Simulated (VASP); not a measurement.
# Al in VASP: relaxation of the atoms with PBE

Aim: the relaxation of the atoms of Al with PBE.

All numbers are computed with VASP 6.6.1; they aren't measurements. Logs are shortened: lines on timing, memory, paths and dates and some standing lists are left out, and cuts for length are marked.

### 1 The cell of the first run

The cell holds a slab with vacuum, 4 atoms: a = 2.876 Å, b = 2.876 Å, c = 25.912 Å, α = 90.00°, β = 90.00°, γ = 90.00°.

### 2 Relaxation of the atoms, PBE

The input, INCAR:

```
SYSTEM = Al
PREC = Accurate
ENCUT = 450
EDIFF = 1E-7
ISMEAR = 1
SIGMA = 0.1
LREAL = .FALSE.
LASPH = .TRUE.
NELM = 120
ALGO = Normal
ISIF = 2
LWAVE = .FALSE.
LCHARG = .FALSE.
LDIPOL = .TRUE.
IDIPOL = 3
DIPOL = 0.5 0.5 0.694
GGA = PE
IBRION = 2
NSW = 80
EDIFFG = -0.02
GGA_COMPAT = .FALSE.
NELMIN = 4
NELMDL = -8
```

The input, KPOINTS:

```
Automatic mesh
0
G
  12 12 1
  0 0 0
```

The input, POSCAR:

```
Al
1.0
    2.8758975626      0.0000000000      0.0000000000
    0.0000000000      2.8758975626      0.0000000000
    0.0000000000      0.0000000000     25.9119087061
Al
4
Direct
    0.0000000000      0.0000000000      0.5770240781
    0.5000000000      0.5000000000      0.6554342833
    0.0000000000      0.0000000000      0.7320191714
    0.5000000000      0.5000000000      0.8102560161
```

Potentials or basis: VASP PAW PBE potentials, release 64 (Al).

Started as:

```sh
> cat potpaw_PBE.64/Al/POTCAR > POTCAR
> mpirun -np 1 vasp_std > vasp.out
```

OUTCAR:

```text
SYSTEM = Al
   PREC = Accurate
   ENCUT = 450
   EDIFF = 1E-7
   ISMEAR = 1
   LREAL = .FALSE.
   LASPH = .TRUE.
   NELM = 120
   ISIF = 2
   GGA = PE
   IBRION = 2
   NSW = 80
   EDIFFG = -0.02
   NELMIN = 4
   NELMDL = -8

 ion  position               nearest neighbor table
   1  0.000  0.000  0.577-   2 2.87   2 2.87   2 2.87   2 2.87
   2  0.500  0.500  0.655-   3 2.84   3 2.84   3 2.84   3 2.84   1 2.87   1 2.87   1 2.87   1 2.87

   3  0.000  0.000  0.732-   2 2.84   2 2.84   2 2.84   2 2.84   4 2.87   4 2.87   4 2.87   4 2.87

   4  0.500  0.500  0.810-   3 2.87   3 2.87   3 2.87   3 2.87

  LATTYP: Found a simple tetragonal cell.
 ALAT       =     2.8758975626
 C/A-ratio  =     9.0100249199

  Lattice vectors:

 A1 = (   2.8758975626,   0.0000000000,   0.0000000000)
 A2 = (   0.0000000000,   2.8758975626,   0.0000000000)
 A3 = (   0.0000000000,   0.0000000000,  25.9119087061)

Analysis of symmetry for initial positions (statically):
=====================================================================
 Subroutine PRICEL returns:
 Original cell was already a primitive cell.

 Routine SETGRP: Setting up the symmetry group for a
 simple tetragonal supercell.

 Subroutine GETGRP returns: Found  8 space group operations
 (whereof  8 operations were pure point group operations)
 out of a pool of 16 trial point group operations.

The static configuration has the point symmetry C_4v.

Analysis of symmetry for dynamics (positions and initial velocities):
=====================================================================
 Subroutine PRICEL returns:
 Original cell was already a primitive cell.

 Routine SETGRP: Setting up the symmetry group for a
 simple tetragonal supercell.

 Subroutine GETGRP returns: Found  8 space group operations
 (whereof  8 operations were pure point group operations)
 out of a pool of 16 trial point group operations.

The dynamic configuration has the point symmetry C_4v.

 Subroutine INISYM returns: Found  8 space group operations
 (whereof  8 operations are pure point group operations),
 and found     1 'primitive' translations

----------------------------------------------------------------------------------------

                                     Primitive cell

  volume of cell :     214.3119

  direct lattice vectors                    reciprocal lattice vectors
     2.875897563  0.000000000  0.000000000     0.347717531  0.000000000  0.000000000
     0.000000000  2.875897563  0.000000000     0.000000000  0.347717531  0.000000000
     0.000000000  0.000000000 25.911908706     0.000000000  0.000000000  0.038592294

  length of vectors
     2.875897563  2.875897563 25.911908706     0.347717531  0.347717531  0.038592294

  position of ions in fractional coordinates (direct lattice)
     0.000000000  0.000000000  0.577024078
     0.500000000  0.500000000  0.655434283
     0.000000000  0.000000000  0.732019171
     0.500000000  0.500000000  0.810256016

  ion indices of the primitive-cell ions
   primitive index   ion index
                 1           1
                 2           2
                 3           3
                 4           4

----------------------------------------------------------------------------------------

 KPOINTS: Automatic mesh

Automatic generation of k-mesh.
 Grid dimensions read from file:
 generate k-points for:   12   12    1

 Generating k-lattice:

  Cartesian coordinates                     Fractional coordinates (reciprocal lattice)
     0.028976461  0.000000000  0.000000000     0.083333333  0.000000000  0.000000000
     0.000000000  0.028976461  0.000000000     0.000000000  0.083333333  0.000000000
     0.000000000  0.000000000  0.038592294     0.000000000  0.000000000  1.000000000

  Length of vectors
     0.028976461  0.028976461  0.038592294

  Shift w.r.t. Gamma in fractional coordinates (k-lattice)
     0.000000000  0.000000000  0.000000000

 Subroutine IBZKPT returns following result:
 ===========================================

 Found     28 irreducible k-points:

 Following reciprocal coordinates:
            Coordinates               Weight
  0.000000  0.000000  0.000000      1.000000
  0.083333  0.000000  0.000000      4.000000
  0.166667  0.000000  0.000000      4.000000
  0.250000  0.000000  0.000000      4.000000
  0.333333  0.000000  0.000000      4.000000
  0.416667  0.000000  0.000000      4.000000
[... 16 lines left out ...]
  0.333333  0.333333  0.000000      4.000000
  0.416667  0.333333  0.000000      8.000000
 [... further k-points ...]
   k-points           NKPTS =     28   k-points in BZ     NKDIM =     28   number of bands    NBANDS=     10
   number of dos      NEDOS =    301   number of ions     NIONS =      4
   total plane-waves  NPLWV =  72000
   dimension x,y,z NGX =    20 NGY =   20 NGZ =  180
   dimension x,y,z NGXF=    40 NGYF=   40 NGZF=  360
   ions per type =               4
   NGX,Y,Z   is equivalent  to a cutoff of  11.56, 11.56, 11.55 a.u.
   NGXF,Y,Z  is equivalent  to a cutoff of  23.12, 23.12, 23.10 a.u.
 SYSTEM =  Al
   PREC   = accura    normal or accurate (medium, high low for compatibility)
   ISTART =      0    job   : 0-new  1-cont  2-samecut
   ICHARG =      2    charge: 1-file 2-atom 10-const
   ISPIN  =      1    spin polarized calculation?
   LNONCOLLINEAR =      F non collinear calculations
   LSORBIT =      F    spin-orbit coupling
   LASPH  =      T    aspherical Exc in radial PAW
   ENCUT  =  450.0 eV  33.07 Ry    5.75 a.u.   4.97  4.97 44.82*2*pi/ulx,y,z
   NELM   =    120;   NELMIN=  4; NELMDL= -8     # of ELM steps
   EDIFF  = 0.1E-06   stopping-criterion for ELM
   LREAL  =      F    real-space projection
   EDIFFG = -.2E-01   stopping-criterion for IOM
   NSW    =     80    number of steps for IOM
   IBRION =      2    ionic relax: 0-MD 1-quasi-New 2-CG
   NFREE  =      1    steps in history (QN), initial steepest desc. (CG)
   ISIF   =      2    stress and relaxation
   ISYM   =      2    0-nonsym 1-usesym 2-fastsym
   POTIM  = 0.5000    time-step for ionic-motion
   TEBEG  =    0.0;   TEEND  =   0.0 temperature during run
   PSTRESS=    0.0 pullay stress
   NELECT =      12.0000    total number of electrons
   NUPDOWN=      -1.0000    fix difference up-down
   EMIN   =  10.00;   EMAX   =-10.00  energy-range for DOS
   EFERMI =   0.00;   METHOD = LEGACY
   ISMEAR =     1;   SIGMA  =   0.10  broadening in eV -4-tet -1-fermi 0-gaus
   EFERMI_NEDOS =   21; number of points for ismear=-14 and -15
   IALGO  =     38    algorithm
   IMIX   =      4    mixing-type and parameters
     AMIX     =   0.40;   BMIX     =  1.00
     AMIX_MAG =   1.60;   BMIX_MAG =  1.00
  volume/ion in A,a.u.               =      53.58       361.56
  Fermi-wavevector in a.u.,A,eV,Ry     =   0.626306  1.183547  5.337009  0.392259
  Thomas-Fermi vector in A             =   1.687513
   LORBIT       =      0    0 simple, 1 ext, 2 COOP (PROOUT), +10 PAW based schemes
   GGA     = PE    functional components
   LHFCALC =     F    Hartree Fock is set to
   AEXX    =    0.0000 exact exchange contribution
   IVDW    =     0    specifies the selected vdW correction
   LEPSILON=     F    determine dielectric tensor
   LRPA    =     F    only Hartree local field effects (RPA)
 conjugate gradient relaxation of ions
 non-spin polarized calculation
 Methfessel and Paxton  Order N= 1 SIGMA  =   0.10
  energy-cutoff  :      450.00
  volume of cell :      214.31
 maximum number of plane-waves:      4686
 NGX is ok and might be reduce to    20
   NGX =  9   NGY =  9   NGZ = 89

 dipolmoment           0.000000      0.000000     -0.004879 electrons x Angstroem

 number of electron      12.0000000 magnetization

 dipolmoment           0.000000      0.000000      0.000068 electrons x Angstroem

 Free energy of the ion-electron system (eV)
  ---------------------------------------------------
  ext. energy  EPLUGINS =         0.00000000
  ---------------------------------------------------
  free energy    TOTEN  =       -13.99830806 eV

  energy without entropy =      -13.99520753  energy(sigma->0) =      -13.99727455

 E-fermi :  -0.4078     XC(G=0):  -3.9278

 val. band max:       -0.4941054340   @ k =   0.3333   0.0000   0.0000
 cond. band min:      -0.3924399958   @ k =   0.4167   0.2500   0.0000
 fundamental gap:      0.1016654382
 Fermi energy:        -0.4078200765

 k-point     1 :       0.0000    0.0000    0.0000
  band No.  band energies     occupation
      1     -11.0317      2.00000
      2      -9.6199      2.00000
      3      -7.5030      2.00000
      4      -4.6545      2.00000
      5      -2.3383      2.00000
      6       1.1146     -0.00000
      7       3.0195      0.00000
      8       3.8186      0.00000
      9       4.0186      0.00000
     10       5.1910      0.00000

 k-point     2 :       0.0833    0.0000    0.0000
  band No.  band energies     occupation
      1     -10.9078      2.00000
      2      -9.4969      2.00000
      3      -7.3814      2.00000
      4      -4.5339      2.00000
      5      -2.2233      2.00000
      6       1.2250     -0.00000
      7       3.1280      0.00000
      8       3.1406      0.00000
      9       3.9465      0.00000
     10       4.1387      0.00000

 k-point     3 :       0.1667    0.0000    0.0000
  band No.  band energies     occupation
      1     -10.5368      2.00000
      2      -9.1288      2.00000
      3      -7.0172      2.00000
      4      -4.1729      2.00000
      5      -1.8796      2.00000
      6       0.7838     -0.00000
      7       1.6472      0.00000
      8       2.1562      0.00000
      9       3.5199      0.00000
     10       4.1461      0.00000
[... 248 lines left out ...]
 k-point    23 :       0.3333    0.3333    0.0000
  band No.  band energies     occupation
      1      -7.1213      2.00000
      2      -5.7398      2.00000
      3      -3.6679      2.00000
      4      -2.0373      2.00000
      5      -0.9398      2.00000
      6      -0.7234      2.00008
      7      -0.5871      2.02945
      8       0.6557     -0.00000
      9       1.2424     -0.00000
     10       1.4053     -0.00000

 k-point    24 :       0.4167    0.3333    0.0000
  band No.  band energies     occupation
      1      -6.0449      2.00000
      2      -4.6737      2.00000
      3      -3.2713      2.00000
      4      -2.6160      2.00000
      5      -1.9302      2.00000
      6      -0.1971     -0.01114
      7      -0.0278     -0.00000
      8       0.3469     -0.00000
      9       1.1949     -0.00000
     10       2.2061      0.00000

 [... further k-points ...]

------------------------ aborting loop because EDIFF is reached ----------------------------------------

 vacuum level on the upper side and lower side of the slab       (xc-potential included)        -0.064        -0.069

  FORCE on cell =-STRESS in cart. coord.  units (eV):
  Direction    XX          YY          ZZ          XY          YZ          ZX
  --------------------------------------------------------------------------------------
  -------------------------------------------------------------------------------------
  Total       -1.7394751     -1.7394751     -0.0159627      0.0000000     -0.0000000      0.0000000
  in kB      -13.0041678    -13.0041678     -0.1193354      0.0000000     -0.0000000      0.0000000
  external PRESSURE =      -8.7092237 kB  Pullay stress =       0.0000000 kB

 VOLUME and BASIS-vectors are now :
 -----------------------------------------------------------------------------
  energy-cutoff  :      450.00
  volume of cell :      214.31
      direct lattice vectors                 reciprocal lattice vectors
     2.875897563  0.000000000  0.000000000     0.347717531  0.000000000  0.000000000
     0.000000000  2.875897563  0.000000000     0.000000000  0.347717531  0.000000000
     0.000000000  0.000000000 25.911908706     0.000000000  0.000000000  0.038592294

 POSITION                                       TOTAL-FORCE (eV/Angst)
 -----------------------------------------------------------------------------------
      0.00000      0.00000     14.95180         0.000000      0.000000      0.008900
      1.43795      1.43795     16.98355         0.000000     -0.000000     -0.011887
      0.00000      0.00000     18.96801         0.000000     -0.000000      0.002450
      1.43795      1.43795     20.99528         0.000000     -0.000000      0.000537
 -----------------------------------------------------------------------------------
    total drift:                               -0.000000      0.000000      0.000005

  FREE ENERGIE OF THE ION-ELECTRON SYSTEM (eV)
  ---------------------------------------------------
  free  energy   TOTEN  =       -13.9983080583 eV

  energy  without entropy=      -13.9952075342  energy(sigma->0) =      -13.99727455

 reached required accuracy - stopping structural energy minimisation

 vacuum level on the upper side and lower side of the slab         3.800         3.795
```

Wall time 40 s (1 thread of Intel Xeon 6975P-C (Granite Rapids), shared host); peak memory 0.26 GiB.

Results:

```yaml
Free_energy: -13.9983 eV
Largest_force_after_relaxing: 0.012 eV/Å
Band_gap_on_the_k_mesh: zero (band 6 reaches 1.34 eV, above the bottom of band 7 at -1.40 eV)
```

Forces in eV/Å, atoms in the order of the input:
```
Al   0.000  0.000  0.009
Al   0.000  0.000 -0.012
Al   0.000  0.000  0.002
Al   0.000  0.000  0.001
```

Final structure:
```
Al
1.0
     2.87590    0.00000    0.00000
     0.00000    2.87590    0.00000
     0.00000    0.00000   25.91191
Al
4
Direct
  0.00000 0.00000 0.57702
  0.50000 0.50000 0.65543
  0.00000 0.00000 0.73202
  0.50000 0.50000 0.81026
```

Caveat: the relaxation stopped at its first step, so nothing moved.
